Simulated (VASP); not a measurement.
# Ta (P6_3/mmc) in VASP: a series of runs

Runs on Ta. Level: LDA. Tasks: single point.

Everything below comes from runs of VASP 6.6.1. Logs are shortened: lines on timing, memory, paths and dates and some standing lists are left out, and cuts for length are marked.

## 1. The cell of the first run

Symmetry: P6_3/mmc, No. 194, hexagonal system. Conventional cell: a = 2.821 Å, b = 2.821 Å, c = 5.025 Å, α = 90.00°, β = 90.00°, γ = 120.00°. Within 3.7 Å of Ta (site symmetry -6m2) lie 12 Ta at 2.82 to 2.99 Å.

## 2. Single point, LDA

Contents of INCAR:

```
SYSTEM = Ta
PREC     = Accurate       ! precision mode
ENCUT    = 520            ! plane-wave cutoff, eV
EDIFF    = 1E-7           ! SCF threshold, eV
ISMEAR   = 1              ! smearing method
SIGMA    = 0.1            ! smearing width, eV
LREAL    = .FALSE.        ! projectors in reciprocal space
LASPH    = .TRUE.         ! aspherical terms in the spheres
NELM     = 60             ! most SCF steps
ALGO     = Normal         ! electronic algorithm
ISIF     = 2              ! what is computed and relaxed
LWAVE    = .FALSE.        ! write WAVECAR
LCHARG   = .TRUE.         ! write CHGCAR
LELF     = .TRUE.         ! ELF
LVHAR    = .TRUE.       
NBANDS   = 18             ! bands
```

Contents of KPOINTS:

```
Automatic mesh
0
G
  11 11 6
  0 0 0
```

Contents of POSCAR:

```
Ta
1.0
    2.8208674539      0.0000000000      0.0000000000
   -1.4104385899      2.4429486137      0.0000000000
    0.0000000000      0.0000000000      5.0246564752
Ta
2
Direct
    0.6666666667      0.3333333333      0.7500000000
    0.3333333333      0.6666666667      0.2500000000
```

Potentials or basis: VASP PAW LDA potentials, release 64 (Ta_pv).

Started as:

```bash
$ cat potpaw_LDA.64/Ta_pv/POTCAR > POTCAR
$ mpirun -np 1 vasp_std > vasp.out
```

OUTCAR:

```text
SYSTEM = Ta
   PREC = Accurate
   ENCUT = 520
   EDIFF = 1E-7
   ISMEAR = 1
   LREAL = .FALSE.
   LASPH = .TRUE.
   NELM = 60
   ISIF = 2

 ion  position               nearest neighbor table
   1  0.667  0.333  0.750-   2 2.99   2 2.99   2 2.99   2 2.99   2 2.99   2 2.99
   2  0.333  0.667  0.250-   1 2.99   1 2.99   1 2.99   1 2.99   1 2.99   1 2.99

  LATTYP: Found a hexagonal cell.
 ALAT       =     2.8208674539
 C/A-ratio  =     1.7812451515

  Lattice vectors:

 A1 = (   2.8208674539,   0.0000000000,   0.0000000000)
 A2 = (  -1.4104385899,   2.4429486137,   0.0000000000)
 A3 = (   0.0000000000,   0.0000000000,   5.0246564752)

Analysis of symmetry for initial positions (statically):
=====================================================================
 Subroutine PRICEL returns:
 Original cell was already a primitive cell.

 Routine SETGRP: Setting up the symmetry group for a
 hexagonal supercell.

 Subroutine GETGRP returns: Found 24 space group operations
 (whereof 12 operations were pure point group operations)
 out of a pool of 24 trial point group operations.

The static configuration has the point symmetry D_3d.
 The point group associated with its full space group is D_6h.

Analysis of symmetry for dynamics (positions and initial velocities):
=====================================================================
 Subroutine PRICEL returns:
 Original cell was already a primitive cell.

 Routine SETGRP: Setting up the symmetry group for a
 hexagonal supercell.

 Subroutine GETGRP returns: Found 24 space group operations
 (whereof 12 operations were pure point group operations)
 out of a pool of 24 trial point group operations.

The dynamic configuration has the point symmetry D_3d.
 The point group associated with its full space group is D_6h.

 Subroutine INISYM returns: Found 24 space group operations
 (whereof 12 operations are pure point group operations),
 and found     1 'primitive' translations

----------------------------------------------------------------------------------------

                                     Primitive cell

  volume of cell :      34.6261

  direct lattice vectors                    reciprocal lattice vectors
     2.820867454  0.000000000  0.000000000     0.354500882  0.204671405  0.000000000
    -1.410438590  2.442948614  0.000000000     0.000000000  0.409341398  0.000000000
     0.000000000  0.000000000  5.024656475     0.000000000  0.000000000  0.199018581

  length of vectors
     2.820867454  2.820874855  5.024656475     0.409342472  0.409341398  0.199018581

  position of ions in fractional coordinates (direct lattice)
     0.666666667  0.333333333  0.750000000
     0.333333333  0.666666667  0.250000000
[... 75 lines left out ...]
   ENCUT  =  520.0 eV  38.22 Ry    6.18 a.u.   5.24  5.24  9.34*2*pi/ulx,y,z
   NELM   =     60;   NELMIN=  2; NELMDL= -5     # of ELM steps
   EDIFF  = 0.1E-06   stopping-criterion for ELM
   LREAL  =      F    real-space projection
   EDIFFG = 0.1E-05   stopping-criterion for IOM
   NSW    =      0    number of steps for IOM
   IBRION =     -1    ionic relax: 0-MD 1-quasi-New 2-CG
   NFREE  =      0    steps in history (QN), initial steepest desc. (CG)
   ISIF   =      2    stress and relaxation
   ISYM   =      2    0-nonsym 1-usesym 2-fastsym
   POTIM  = 0.5000    time-step for ionic-motion
   TEBEG  =    0.0;   TEEND  =   0.0 temperature during run
   PSTRESS=    0.0 pullay stress
   NELECT =      22.0000    total number of electrons
   NUPDOWN=      -1.0000    fix difference up-down
   EMIN   =  10.00;   EMAX   =-10.00  energy-range for DOS
   EFERMI =   0.00;   METHOD = LEGACY
   ISMEAR =     1;   SIGMA  =   0.10  broadening in eV -4-tet -1-fermi 0-gaus
   EFERMI_NEDOS =   21; number of points for ismear=-14 and -15
   IALGO  =     38    algorithm
   IMIX   =      4    mixing-type and parameters
     AMIX     =   0.40;   BMIX     =  1.00
     AMIX_MAG =   1.60;   BMIX_MAG =  1.00
  volume/ion in A,a.u.               =      17.31       116.83
  Fermi-wavevector in a.u.,A,eV,Ry     =   1.407390  2.659582 26.949710  1.980748
  Thomas-Fermi vector in A             =   2.529654
   LORBIT       =      0    0 simple, 1 ext, 2 COOP (PROOUT), +10 PAW based schemes
   GGA     = CA    functional components
   LHFCALC =     F    Hartree Fock is set to
   AEXX    =    0.0000 exact exchange contribution
   IVDW    =     0    specifies the selected vdW correction
   LEPSILON=     F    determine dielectric tensor
   LRPA    =     F    only Hartree local field effects (RPA)
 non-spin polarized calculation
 Methfessel and Paxton  Order N= 1 SIGMA  =   0.10
  energy-cutoff  :      520.00
  volume of cell :       34.63
 maximum number of plane-waves:       942
 NGX is ok and might be reduce to    24
   NGX = 11   NGY = 11   NGZ = 19

 number of electron      21.9999997 magnetization

 Free energy of the ion-electron system (eV)
  ---------------------------------------------------
  ext. energy  EPLUGINS =         0.00000000
  ---------------------------------------------------
  free energy    TOTEN  =       -25.04136781 eV

  energy without entropy =      -25.04091388  energy(sigma->0) =      -25.04121650

 E-fermi :   6.1328     XC(G=0): -12.9868

 val. band max:        6.1037974433   @ k =   0.1818   0.1818   0.0000
 cond. band min:       6.1360577789   @ k =   0.2727   0.0909   0.5000
 fundamental gap:      0.0322603356
 Fermi energy:         6.1328251443

 k-point     1 :       0.0000    0.0000    0.0000
  band No.  band energies     occupation
      1     -28.2383      2.00000
      2     -27.1381      2.00000
      3     -27.0010      2.00000
      4     -27.0010      2.00000
      5     -26.8920      2.00000
      6     -26.8920      2.00000
[... 481 lines left out ...]
      5     -27.1595      2.00000
      6     -27.0611      2.00000
[... 10 lines left out ...]
     17      11.7162      0.00000
     18      13.8485      0.00000

 [... further k-points ...]
[... 5 lines left out ...]
  --------------------------------------------------------------------------------------
  -------------------------------------------------------------------------------------
  Total        1.1746876      1.1746931      1.2993137     -0.0000023      0.0000000      0.0000000
  in kB       54.3537583     54.3540136     60.1203120     -0.0001082      0.0000000      0.0000000
  external PRESSURE =      56.2760280 kB  Pullay stress =       0.0000000 kB

 VOLUME and BASIS-vectors are now :
 -----------------------------------------------------------------------------
  energy-cutoff  :      520.00
  volume of cell :       34.63
      direct lattice vectors                 reciprocal lattice vectors
     2.820867454  0.000000000  0.000000000     0.354500882  0.204671405  0.000000000
    -1.410438590  2.442948614  0.000000000     0.000000000  0.409341398  0.000000000
     0.000000000  0.000000000  5.024656475     0.000000000  0.000000000  0.199018581

 POSITION                                       TOTAL-FORCE (eV/Angst)
 -----------------------------------------------------------------------------------
      1.41043      0.81432      3.76849        -0.000000      0.000000      0.000000
     -0.00000      1.62863      1.25616         0.000000     -0.000000      0.000000
 -----------------------------------------------------------------------------------
    total drift:                               -0.000000      0.000000     -0.000000

  FREE ENERGIE OF THE ION-ELECTRON SYSTEM (eV)
  ---------------------------------------------------
  free  energy   TOTEN  =       -25.0413678109 eV

  energy  without entropy=      -25.0409138829  energy(sigma->0) =      -25.04121650
```

Run time: 16 s. Hardware: 1 thread of Intel Xeon Platinum 8488C (Sapphire Rapids), shared host; peak memory 0.16 GiB.

Results:

```
Free energy            : -25.0414 eV
Pressure               : 5.6 GPa
Band gap on the k mesh : zero (band 11 reaches 7.97 eV, above the bottom of band 12 at 5.31 eV)
```

Caveat: spin-orbit coupling is left out, which moves the levels of the heavy elements.

## 3. Single point, LDA

This run uses another cell than the first one, of 18.07 Å³/atom, 1.043 times its volume.

Contents of INCAR:

```
SYSTEM = Ta
  ALGO = Normal
  EDIFF = 1E-6
  ENCUT = 520
  GGA = CA
  ISIF = 2
  ISMEAR = 1
  LASPH = .True.
  LCHARG = .False.
  LREAL = .False.
  LWAVE = .False.
  NBANDS = 18
  NELM = 60
  PREC = Accurate
  SIGMA = 0.1
```

Contents of KPOINTS:

```
k-points
0
Gamma
  11 11 6
  0 0 0
```

Contents of POSCAR:

```
Ta
1.0
    2.8611710056      0.0000000000      0.0000000000
   -1.4305904352      2.4778525953      0.0000000000
    0.0000000000      0.0000000000      5.0964469813
Ta
2
Direct
    0.6666666667      0.3333333333      0.7500000000
    0.3333333333      0.6666666667      0.2500000000
```

Potentials or basis: VASP PAW LDA potentials, release 64 (Ta_pv).

Started as:

```bash
$ cat potpaw_LDA.64/Ta_pv/POTCAR > POTCAR
$ mpirun -np 1 vasp_std > vasp.out
```

Wall time 14 s (1 thread of Intel Xeon Platinum 8488C (Sapphire Rapids), shared host); peak memory 0.16 GiB.

It converged, with:

| Quantity | Value |
| --- | --- |
| Free energy | -25.0499 eV |
| Pressure | -3.6 GPa |
| Band gap on the k mesh | zero (band 11 reaches 7.43 eV, above the bottom of band 12 at 5.00 eV) |

Stress tensor (GPa, compression positive):
```
-3.98  0.00  0.00
 0.00 -3.98  0.00
 0.00  0.00 -2.92
```

Levels at points of the mesh, in eV from the Fermi level:
| k point | band 9 | band 10 | band 11 | band 12 | band 13 | band 14 |
| --- | --- | --- | --- | --- | --- | --- |
| (0.00, 0.00, 0.00) | -0.63 | 0.17 | 0.58 | 0.58 | 1.17 | 1.17 |
| (0.00, 0.00, 0.50) | -1.19 | -1.19 | 0.63 | 0.63 | 0.63 | 0.63 |

Caveat: spin-orbit coupling is left out, which moves the levels of the heavy elements.

[end of part 1 of 2]
